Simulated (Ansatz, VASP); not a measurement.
# One calculation of AlNi, two programs

```
Ni Al
1.0
     1.95153   -1.96613    0.00000
     1.95153    1.96613    0.00000
     0.00000    0.00000    3.11996
Ni Al
1 1
Direct
  0.50000 0.50000 0.50000
  0.00000 0.00000 0.00000
```

Alike in both runs: task single point; functional PBE; k mesh 10 × 10 × 9; occupations fermi-dirac, width 0.05 eV; collinear spin.

|  | VASP | Ansatz |
| --- | --- | --- |
| version | VASP 6.6.1 | Ansatz 0.2.0 |
| potentials or method | VASP PAW PBE potentials, release 64 (Ni, Al) | Ansatz PAW |
| plane-wave cutoff (eV) | 520 | 420 |
| valence electrons in the cell | 13 | 21 |

Ansatz gave:

```
gap on the k mesh at the Fermi level (eV)                     : none
pressure (GPa)                                                : 2.5
traceless stress, the component that is largest in VASP (GPa) : -4.42
net moment per atom (μB)                                      : 0.00
```

Question: Which values does VASP return?

Answer: gap on the k mesh at the Fermi level (eV): none; pressure (GPa): 2.6; traceless stress, the component that is largest in VASP (GPa): -4.54; net moment per atom (μB): 0.00.

A gap of «none» marks a metal or a gap that the smearing closes. VASP's potentials hold 13 valence electrons a cell and Ansatz's 21, so a difference there can come from the potentials and not from the codes.
